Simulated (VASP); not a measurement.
**KTaO3: single point with PBEsol**

KTaO3:

```
K Ta O
1.0
     3.68646    0.00000    0.00000
     0.00000    3.98536    0.00000
     0.00000    0.00000    3.76616
K Ta O
1 1 3
Direct
  0.50000 0.50000 0.50000
  0.00000 0.00000 0.00000
  0.50000 0.00000 0.00000
  0.00000 0.50000 0.00000
  0.00000 0.00000 0.50000
```

This cell differs from its parent crystal: normal strain along x -0.0750, normal strain along z -0.0550.

| Property | Result |
| --- | --- |
| Program | VASP 6.6.1 |
| Task | single point |
| Functional | PBEsol |
| Potentials or basis | VASP PAW PBE potentials, release 64 (K_sv, Ta_pv, O) |
| Cutoff | 520 eV |
| k mesh | 8 × 8 × 8 |
| Occupations | gaussian, width 0.05 eV |
| Spin | no spin polarisation |
| Dipole correction | no |
| Further INCAR settings | ALGO = Normal; EDIFF = 1e-07; NBANDS = 27 |

```yaml
Pressure: 41.0 GPa
Band_gap_on_the_k_mesh: 2.23 eV (least direct gap 2.62 eV)
```

Stress tensor (GPa, compression positive):
```
62.48  0.00  0.00
 0.00 13.85  0.00
 0.00  0.00 46.56
```

Levels at points of the mesh, in eV from the valence-band top:
```
           k point  band 15  band 16  band 17  band 18  band 19  band 20  band 21  band 22  band 23  band 24
(0.00, 0.00, 0.00)    -1.21    -1.11    -0.62    -0.46    -0.39     2.23     2.28     2.38     6.93     7.60
(0.50, 0.00, 0.00)    -2.48    -2.11    -1.83    -0.84    -0.70     2.54     6.43     6.44     7.68     9.73
(0.00, 0.50, 0.00)    -2.27    -2.26    -2.06    -0.80    -0.69     2.54     5.23     5.23     9.09     9.17
(0.50, 0.50, 0.00)    -2.83    -1.83    -1.76    -1.27    -0.14     5.31     6.46     7.44     9.66    10.49
(0.00, 0.00, 0.50)    -2.63    -1.98    -1.81    -0.87    -0.62     2.54     6.07     6.07     7.72     9.62
(0.50, 0.00, 0.50)    -3.74    -1.44    -1.18    -1.15    -0.12     6.14     6.48     7.98     8.22    10.90
(0.00, 0.50, 0.50)    -2.77    -2.04    -2.00    -1.13    -0.12     5.30     6.10     7.14     9.93    10.64
(0.50, 0.50, 0.50)    -4.38    -4.06    -0.08    -0.01     0.00     7.44     7.72     8.23     8.83     8.97
```

It took 63 s on 1 thread of Intel(R) Xeon(R) 6975P-C (Granite Rapids), with other jobs on the host, peak memory 0.29 GiB.

Caveat: the cell differs from its parent crystal (normal strain along x -0.0750, normal strain along z -0.0550); the cell stands under pressure; the PAW data sets were made with another functional, which shifts forces and pressure a little; spin-orbit coupling is left out, which moves the levels of the heavy elements. A k mesh can miss the band edges.
